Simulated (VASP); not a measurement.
# MgO (P6_3/mmc) in VASP: further runs

The runs below take MgO through single point, with r2SCAN.

Everything below comes from runs of VASP 6.6.1. Logs are shortened: lines on timing, memory, paths and dates and some standing lists are left out, and cuts for length are marked.

## Step 1: The cell of the first run

Symmetry: P6_3/mmc, No. 194, hexagonal system. Conventional cell: a = 3.484 Å, b = 3.484 Å, c = 4.165 Å, α = 90.00°, β = 90.00°, γ = 120.00°. Mg (site symmetry -6m2) has 5 O at 2.01 to 2.08 Å within 2.7 Å. O (site symmetry -6m2) has 5 Mg at 2.01 to 2.08 Å within 2.7 Å.

## Step 2: Single point, r2SCAN (strain -0.0050 x Voigt [0, 0, 1, 0, 0, 0])

Contents of POSCAR:

```
MgO
1.0
    3.4841042127      0.0000000000      0.0000000000
   -1.7420521064      3.0173227576      0.0000000000
    0.0000000000      0.0000000000      4.1647591577
Mg O
2 2
Direct
    0.6666666667      0.3333333333      0.7500000000
    0.3333333333      0.6666666667      0.2500000000
    0.6666666667      0.3333333333      0.2500000000
    0.3333333333      0.6666666667      0.7500000000
```

Contents of INCAR.step1:

```
SYSTEM = MgO
ALGO = Normal
EDIFF = 1E-5
ENCUT = 920
GGA = PE
GGA_COMPAT = .False.
ISMEAR = 0
LASPH = .True.
LCHARG = .False.
LREAL = .False.
LWAVE = .True.
NBANDS = 24
NELM = 120
PREC = Accurate
SIGMA = 0.05
```

Contents of INCAR.step2:

```
SYSTEM = MgO
ALGO = Normal
EDIFF = 1E-6
ENCUT = 920
GGA_COMPAT = .False.
ISIF = 2
ISMEAR = 0
ISTART = 1
LASPH = .True.
LCHARG = .False.
LMIXTAU = .True.
LREAL = .False.
LWAVE = .False.
METAGGA = R2SCAN
NBANDS = 24
NELM = 120
PREC = Accurate
SIGMA = 0.05
```

Contents of KPOINTS:

```
k-points
0
Gamma
  6 6 6
  0 0 0
```

Potentials or basis: VASP PAW PBE potentials, release 64 (Mg_sv, O).

Command:

```
$ cat potpaw_PBE.64/Mg_sv/POTCAR potpaw_PBE.64/O/POTCAR > POTCAR
$ cp INCAR.step1 INCAR
$ mpirun -np 1 vasp_std > vasp.out
$ cp INCAR.step2 INCAR
$ mpirun -np 1 vasp_std > vasp.out
```

OUTCAR:

```text
SYSTEM = MgO
   EDIFF = 1E-6
   ENCUT = 920
   ISIF = 2
   ISMEAR = 0
   ISTART = 1
   LASPH = .True.
   LREAL = .False.
   METAGGA = R2SCAN
   NELM = 120
   PREC = Accurate

 ion  position               nearest neighbor table
   1  0.667  0.333  0.750-   4 2.01   4 2.01   4 2.01   3 2.08   3 2.08
   2  0.333  0.667  0.250-   3 2.01   3 2.01   3 2.01   4 2.08   4 2.08
   3  0.667  0.333  0.250-   2 2.01   2 2.01   2 2.01   1 2.08   1 2.08
   4  0.333  0.667  0.750-   1 2.01   1 2.01   1 2.01   2 2.08   2 2.08

  LATTYP: Found a hexagonal cell.
 ALAT       =     3.4841042127
 C/A-ratio  =     1.1953600993

  Lattice vectors:

 A1 = (   3.4841042127,   0.0000000000,   0.0000000000)
 A2 = (  -1.7420521064,   3.0173227576,   0.0000000000)
 A3 = (   0.0000000000,   0.0000000000,   4.1647591577)

Analysis of symmetry for initial positions (statically):
=====================================================================
 Subroutine PRICEL returns:
 Original cell was already a primitive cell.

 Routine SETGRP: Setting up the symmetry group for a
 hexagonal supercell.

 Subroutine GETGRP returns: Found 24 space group operations
 (whereof 12 operations were pure point group operations)
 out of a pool of 24 trial point group operations.

The static configuration has the point symmetry D_3d.
 The point group associated with its full space group is D_6h.

Analysis of symmetry for dynamics (positions and initial velocities):
=====================================================================
 Subroutine PRICEL returns:
 Original cell was already a primitive cell.

 Routine SETGRP: Setting up the symmetry group for a
 hexagonal supercell.

 Subroutine GETGRP returns: Found 24 space group operations
 (whereof 12 operations were pure point group operations)
 out of a pool of 24 trial point group operations.

The dynamic configuration has the point symmetry D_3d.
 The point group associated with its full space group is D_6h.

 Subroutine INISYM returns: Found 24 space group operations
 (whereof 12 operations are pure point group operations),
 and found     1 'primitive' translations

----------------------------------------------------------------------------------------

                                     Primitive cell

  volume of cell :      43.7827

  direct lattice vectors                    reciprocal lattice vectors
     3.484104213  0.000000000  0.000000000     0.287017821  0.165709816  0.000000000
    -1.742052106  3.017322758  0.000000000     0.000000000  0.331419633  0.000000000
     0.000000000  0.000000000  4.164759158     0.000000000  0.000000000  0.240109923

  length of vectors
     3.484104213  3.484104213  4.164759158     0.331419633  0.331419633  0.240109923

  position of ions in fractional coordinates (direct lattice)
     0.666666667  0.333333333  0.750000000
     0.333333333  0.666666667  0.250000000
     0.666666667  0.333333333  0.250000000
     0.333333333  0.666666667  0.750000000

  ion indices of the primitive-cell ions
   primitive index   ion index
                 1           1
                 2           2
                 3           3
                 4           4

----------------------------------------------------------------------------------------

 KPOINTS: k-points

Automatic generation of k-mesh.
 Grid dimensions read from file:
 generate k-points for:    6    6    6

 Generating k-lattice:

  Cartesian coordinates                     Fractional coordinates (reciprocal lattice)
     0.047836304  0.027618303  0.000000000     0.166666667 -0.000000000  0.000000000
     0.000000000  0.055236605  0.000000000     0.000000000  0.166666667  0.000000000
     0.000000000  0.000000000  0.040018320     0.000000000  0.000000000  0.166666667

  Length of vectors
     0.055236605  0.055236605  0.040018320

  Shift w.r.t. Gamma in fractional coordinates (k-lattice)
     0.000000000  0.000000000  0.000000000

 Subroutine IBZKPT returns following result:
 ===========================================

 Found     28 irreducible k-points:

 Following reciprocal coordinates:
            Coordinates               Weight
  0.000000  0.000000  0.000000      1.000000
  0.166667  0.000000  0.000000      6.000000
  0.333333  0.000000  0.000000      6.000000
  0.500000  0.000000  0.000000      3.000000
  0.166667  0.166667  0.000000      6.000000
  0.333333  0.166667  0.000000     12.000000
[... 16 lines left out ...]
  0.166667  0.000000  0.500000      6.000000
  0.333333  0.000000  0.500000      6.000000
 [... further k-points ...]
   k-points           NKPTS =     28   k-points in BZ     NKDIM =     28   number of bands    NBANDS=     24
   number of dos      NEDOS =    301   number of ions     NIONS =      4
   total plane-waves  NPLWV =  54432
   dimension x,y,z NGX =    36 NGY =   36 NGZ =   42
   dimension x,y,z NGXF=    72 NGYF=   72 NGZF=   84
   ions per type =               2   2
   NGX,Y,Z   is equivalent  to a cutoff of  17.18, 17.18, 16.77 a.u.
   NGXF,Y,Z  is equivalent  to a cutoff of  34.36, 34.36, 33.53 a.u.
 SYSTEM =  MgO
   PREC   = accura    normal or accurate (medium, high low for compatibility)
   ISTART =      1    job   : 0-new  1-cont  2-samecut
   ICHARG =      0    charge: 1-file 2-atom 10-const
   ISPIN  =      1    spin polarized calculation?
   LNONCOLLINEAR =      F non collinear calculations
   LSORBIT =      F    spin-orbit coupling
   LASPH  =      T    aspherical Exc in radial PAW
   ENCUT  =  920.0 eV  67.62 Ry    8.22 a.u.   8.62  8.62 10.30*2*pi/ulx,y,z
   NELM   =    120;   NELMIN=  2; NELMDL=  0     # of ELM steps
   EDIFF  = 0.1E-05   stopping-criterion for ELM
   LREAL  =      F    real-space projection
   EDIFFG = 0.1E-04   stopping-criterion for IOM
   NSW    =      0    number of steps for IOM
   IBRION =     -1    ionic relax: 0-MD 1-quasi-New 2-CG
   NFREE  =      0    steps in history (QN), initial steepest desc. (CG)
   ISIF   =      2    stress and relaxation
   ISYM   =      2    0-nonsym 1-usesym 2-fastsym
   POTIM  = 0.5000    time-step for ionic-motion
   TEBEG  =    0.0;   TEEND  =   0.0 temperature during run
   PSTRESS=    0.0 pullay stress
   NELECT =      32.0000    total number of electrons
   NUPDOWN=      -1.0000    fix difference up-down
   EMIN   =  10.00;   EMAX   =-10.00  energy-range for DOS
   EFERMI =   0.00;   METHOD = LEGACY
   ISMEAR =     0;   SIGMA  =   0.05  broadening in eV -4-tet -1-fermi 0-gaus
   EFERMI_NEDOS =   21; number of points for ismear=-14 and -15
   IALGO  =     38    algorithm
   IMIX   =      4    mixing-type and parameters
     AMIX     =   0.40;   BMIX     =  1.00
     AMIX_MAG =   1.60;   BMIX_MAG =  1.00
  volume/ion in A,a.u.               =      10.95        73.87
  Fermi-wavevector in a.u.,A,eV,Ry     =   1.474655  2.786695 29.587347  2.174609
  Thomas-Fermi vector in A             =   2.589400
   LORBIT       =      0    0 simple, 1 ext, 2 COOP (PROOUT), +10 PAW based schemes
   METAGGA = R2SCAN    functional components
   LHFCALC =     F    Hartree Fock is set to
   AEXX    =    0.0000 exact exchange contribution
   IVDW    =     0    specifies the selected vdW correction
   LEPSILON=     F    determine dielectric tensor
   LRPA    =     F    only Hartree local field effects (RPA)
 non-spin polarized calculation
 Gauss-broadening in eV      SIGMA  =   0.05
  energy-cutoff  :      920.00
  volume of cell :       43.78
 maximum number of plane-waves:      2804
 NGX is ok and might be reduce to    36
   NGX = 17   NGY = 17   NGZ = 21

 number of electron      31.9999994 magnetization

 Free energy of the ion-electron system (eV)
  ---------------------------------------------------
  ext. energy  EPLUGINS =         0.00000000
  ---------------------------------------------------
  free energy    TOTEN  =       -32.05525127 eV

  energy without entropy =      -32.05525127  energy(sigma->0) =      -32.05525127

 E-fermi :   1.7119     XC(G=0): -10.9629

 val. band max:        1.3864244038   @ k =   0.0000   0.0000   0.0000
 cond. band min:       5.5151441771   @ k =   0.0000   0.0000   0.0000
 fundamental gap:      4.1287197733
 Fermi energy:         1.7118745395

 k-point     1 :       0.0000    0.0000    0.0000
  band No.  band energies     occupation
      1     -73.4939      2.00000
      2     -73.4819      2.00000
      3     -38.6431      2.00000
      4     -38.6261      2.00000
      5     -38.6261      2.00000
      6     -38.5989      2.00000
[... 16 lines left out ...]
     23      18.1489      0.00000
     24      18.3276      0.00000

 k-point     2 :       0.1667    0.0000    0.0000
  band No.  band energies     occupation
      1     -73.4930      2.00000
      2     -73.4825      2.00000
      3     -38.6384      2.00000
      4     -38.6295      2.00000
      5     -38.6284      2.00000
      6     -38.6043      2.00000
[... 16 lines left out ...]
     23      17.2464      0.00000
     24      17.3617      0.00000

 k-point     3 :       0.3333    0.0000    0.0000
  band No.  band energies     occupation
      1     -73.4908      2.00000
      2     -73.4839      2.00000
      3     -38.6364      2.00000
      4     -38.6327      2.00000
      5     -38.6263      2.00000
      6     -38.6152      2.00000
[... 16 lines left out ...]
     23      16.5940      0.00000
     24      17.3048      0.00000

 k-point     4 :       0.5000    0.0000    0.0000
  band No.  band energies     occupation
      1     -73.4891      2.00000
      2     -73.4852      2.00000
      3     -38.6397      2.00000
      4     -38.6347      2.00000
      5     -38.6207      2.00000
      6     -38.6168      2.00000
[... 16 lines left out ...]
     23      17.2281      0.00000
     24      17.4587      0.00000

 k-point     5 :       0.1667    0.1667    0.0000
  band No.  band energies     occupation
      1     -73.4915      2.00000
      2     -73.4835      2.00000
      3     -38.6336      2.00000
      4     -38.6326      2.00000
      5     -38.6298      2.00000
      6     -38.6120      2.00000
[... 16 lines left out ...]
     23      16.8685      0.00000
     24      16.9813      0.00000

 k-point     6 :       0.3333    0.1667    0.0000
  band No.  band energies     occupation
      1     -73.4892      2.00000
      2     -73.4852      2.00000
      3     -38.6399      2.00000
      4     -38.6333      2.00000
      5     -38.6208      2.00000
      6     -38.6168      2.00000
[... 16 lines left out ...]
     23      17.1847      0.00000
     24      17.3300      0.00000
[... 379 lines left out ...]
 k-point    21 :       0.3333    0.3333    0.3333
  band No.  band energies     occupation
      1     -73.4870      2.00000
      2     -73.4870      2.00000
      3     -38.6514      2.00000
      4     -38.6514      2.00000
      5     -38.6317      2.00000
      6     -38.6107      2.00000
[... 16 lines left out ...]
     23      18.0018      0.00000
     24      20.3813      0.00000

 k-point    22 :       0.0000    0.0000    0.5000
  band No.  band energies     occupation
      1     -73.4880      2.00000
      2     -73.4880      2.00000
      3     -38.6124      2.00000
      4     -38.6124      2.00000
      5     -38.6124      2.00000
      6     -38.6124      2.00000
[... 16 lines left out ...]
     23      18.5503      0.00000
     24      18.5503      0.00000

 k-point    23 :       0.1667    0.0000    0.5000
  band No.  band energies     occupation
      1     -73.4877      2.00000
      2     -73.4877      2.00000
      3     -38.6310      2.00000
      4     -38.6310      2.00000
      5     -38.6134      2.00000
      6     -38.6134      2.00000
[... 16 lines left out ...]
     23      18.2439      0.00000
     24      18.2439      0.00000

 k-point    24 :       0.3333    0.0000    0.5000
  band No.  band energies     occupation
      1     -73.4873      2.00000
      2     -73.4873      2.00000
      3     -38.6488      2.00000
      4     -38.6488      2.00000
      5     -38.6153      2.00000
      6     -38.6153      2.00000
[... 16 lines left out ...]
     23      17.5442      0.00000
     24      17.5442      0.00000

 [... further k-points ...]

------------------------ aborting loop because EDIFF is reached ----------------------------------------

  FORCE on cell =-STRESS in cart. coord.  units (eV):
  Direction    XX          YY          ZZ          XY          YZ          ZX
  --------------------------------------------------------------------------------------
  -------------------------------------------------------------------------------------
  Total        0.2553536      0.2553536      0.5341202     -0.0000000      0.0000000      0.0000000
  in kB        9.3443653      9.3443653     19.5455009     -0.0000000      0.0000000      0.0000000
  external PRESSURE =      12.7447439 kB  Pullay stress =       0.0000000 kB

 VOLUME and BASIS-vectors are now :
 -----------------------------------------------------------------------------
  energy-cutoff  :      920.00
  volume of cell :       43.78
      direct lattice vectors                 reciprocal lattice vectors
     3.484104213  0.000000000  0.000000000     0.287017821  0.165709816  0.000000000
    -1.742052106  3.017322758  0.000000000     0.000000000  0.331419633  0.000000000
     0.000000000  0.000000000  4.164759158     0.000000000  0.000000000  0.240109923

 POSITION                                       TOTAL-FORCE (eV/Angst)
 -----------------------------------------------------------------------------------
      1.74205      1.00577      3.12357         0.000000      0.000000      0.000000
     -0.00000      2.01155      1.04119        -0.000000     -0.000000      0.000000
      1.74205      1.00577      1.04119         0.000000      0.000000      0.000000
     -0.00000      2.01155      3.12357        -0.000000      0.000000      0.000000
 -----------------------------------------------------------------------------------
    total drift:                               -0.000000      0.000000     -0.000000

  FREE ENERGIE OF THE ION-ELECTRON SYSTEM (eV)
  ---------------------------------------------------
  free  energy   TOTEN  =       -32.0552512741 eV

  energy  without entropy=      -32.0552512741  energy(sigma->0) =      -32.05525127
```

Wall time 2.1 min (1 thread of Intel Xeon Platinum 8375C at 2.90GHz (Ice Lake), shared host); peak memory 0.26 GiB.

What came out:

```
Free energy            : -32.0553 eV
Pressure               : 1.3 GPa
Band gap on the k mesh : 4.13 eV
```

Levels at points of the mesh, in eV from the valence-band top:
```
           k point  band 12  band 13  band 14  band 15  band 16  band 17  band 18  band 19  band 20  band 21
(0.00, 0.00, 0.00)    -1.77    -1.77    -0.83    -0.83     0.00     4.13    10.50    13.27    13.52    13.52
(0.50, 0.00, 0.00)    -2.39    -2.38    -1.94    -1.30    -0.53     7.68    10.12    10.68    13.42    13.99
(0.00, 0.00, 0.50)    -2.42    -1.32    -1.32    -1.32    -1.32     7.19     7.19    13.90    13.90    13.90
(0.50, 0.00, 0.50)    -3.89    -1.56    -1.56    -0.83    -0.83     8.07     8.07    13.13    13.13    15.22
```

Caveat: the cell differs from its parent crystal (strain -0.0050 x Voigt [0, 0, 1, 0, 0, 0]); the PAW data sets were made with another functional, which shifts forces and pressure a little.

[end of part 1 of 2]
